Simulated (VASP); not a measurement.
SiTe:

```
Si Te
1.0
     3.71434    0.00000    0.00000
    -1.85717    3.21671    0.00000
     0.00000    0.00000    4.97637
Si Te
1 1
Direct
  0.00000 0.00000 0.50000
  0.00000 0.00000 0.00000
```

| Item | Value |
| --- | --- |
| Program | VASP 6.6.1 |
| Task | relaxation of cell and atoms |
| Functional | LDA |
| Potentials or basis | VASP PAW LDA potentials, release 64 (Si, Te) |
| Cutoff | 600 eV |
| k mesh | 8 × 8 × 6 |
| Occupations | fermi-dirac, width 0.05 eV |
| Spin | no spin polarisation |

At the start: pressure -1.7 GPa; volume 29.73 Å³/atom.

Task: Where does the relaxation end?

Result: Over 10 steps the energy falls by 492.5 meV/atom and the volume is 23.00 Å³/atom (-22.6 %); space group P6/mmm (No. 191, to 0.1 Å) before and after.

The path:
```tsv
step	energy change (eV)	largest force (eV/Å)	pressure (GPa)	volume (Å³)
1	0.0000	0.0000	-1.71	59.46
2	-0.2573	0.0000	-3.29	56.65
3	-0.9373	0.0000	-1.65	47.52
4	-0.9423	0.0000	-3.95	49.38
5	-0.9497	0.0000	-3.36	48.74
6	-0.8662	0.0000	7.42	41.92
7	-0.9728	0.0000	-0.56	46.47
8	-0.9769	0.0000	0.38	45.90
9	-0.9850	0.0000	-0.13	46.15
10	-0.9850	0.0000	0.04	46.01
```

Final structure:
```
Si Te
1.0
     3.11746    0.00000    0.00000
    -1.55873    2.69980    0.00000
     0.00000    0.00000    5.46623
Si Te
1 1
Cartesian
  0.0000 0.0000 2.7331
  1.5587 2.6998 0.0000
```

Caveat: the volume moved by over 15 % at a fixed basis, so the end points are rough.
